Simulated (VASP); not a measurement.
The system is V.

```
V
1.0
    -1.47999    1.47999    1.47999
     1.47999   -1.47999    1.47999
     1.47999    1.47999   -1.47999
V
1
Direct
  0.00000 0.00000 0.00000
```

Base run:

```yaml
Program: VASP 6.6.1
Functional: r2SCAN
Potentials_or_basis: VASP PAW PBE potentials, release 64 (V_sv)
Cutoff: 520 eV
k_mesh: 12 × 12 × 12
Occupations: fermi-dirac, width 0.05 eV
Spin: no spin polarisation
```

Its results: pressure 5.4 GPa.

Task: The run is repeated on the same cell with these changes: functional from r2SCAN to PBEsol. What comes out?

Result: Pressure -0.2 GPa.

Caveats: the PAW data sets were made with another functional, which shifts forces and pressure a little.
